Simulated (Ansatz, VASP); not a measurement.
**Two plane-wave programs on MgS**

INCAR

```
PREC = Accurate
ENCUT = 520
EDIFF = 1E-6
ISMEAR = 0
SIGMA = 0.05
LREAL = F
LASPH = T
NELM = 80
ALGO = Normal
ISIF = 2
LWAVE = F
LCHARG = T
LELF = T
LVHAR = T
NBANDS = 11
```

KPOINTS

```
regular mesh
0
Gamma
  8 8 8
```

The input POSCAR:

```
MgS
1.0
    0.0000000000      2.6016500000      2.6666912500
    2.6016500000      0.0000000000      2.6666912500
    2.6016500000      2.6016500000      0.0000000000
Mg S
1 1
Direct
    0.0000000000      0.0000000000      0.0000000000
    0.5000000000      0.5000000000      0.5000000000
```

Input for Ansatz:

```yaml
crystal:
  lattice:
    - [0.0, 2.60165, 2.66669125]
    - [2.60165, 0.0, 2.66669125]
    - [2.60165, 2.60165, 0.0]
  atoms:
    - { symbol: Mg, position: [0.0, 0.0, 0.0] }
    - { symbol: S, position: [0.5, 0.5, 0.5] }
basis:
  ecutwfc: 420
kpoints:
  mp_grid: { grid: [8, 8, 8] }
hamiltonian:
  xc: lda
scf:
  occupations: { method: gaussian, width: 0.05 }
output:
  forces: true
  stress: true
  eigenvalues: true
```

Change from the starting cell: strain +0.000 along x and y, +0.025 along z, atoms carried along.

Alike in both runs: task single point; functional LDA; k mesh 8 × 8 × 8; occupations gaussian, width 0.05 eV; no spin polarisation.

```csv
,VASP,Ansatz
version,VASP 6.6.1,Ansatz 0.2.0
potentials or method,"VASP PAW LDA potentials, release 64 (Mg, S), cutoff 520 eV","scalar-relativistic, plane waves, PAW"
valence electrons in the cell,8,16
```

Ansatz gave:

```
gap on the k mesh at the Fermi level (eV)                     : 2.40
least direct gap on the mesh (eV)                             : 3.22
pressure (GPa)                                                : -4.8
traceless stress, the component that is largest in VASP (GPa) : -1.29
```

What did VASP give for the same quantities?

gap on the k mesh at the Fermi level (eV): 2.40; least direct gap on the mesh (eV): 3.23; pressure (GPa): -5.4; traceless stress, the component that is largest in VASP (GPa): -1.29.

LDA's correlation is that of Perdew and Zunger in VASP and of Perdew and Wang (1992) in Ansatz. VASP's potentials hold 8 valence electrons a cell and Ansatz's 16, so a difference there can come from the potentials and not from the codes.
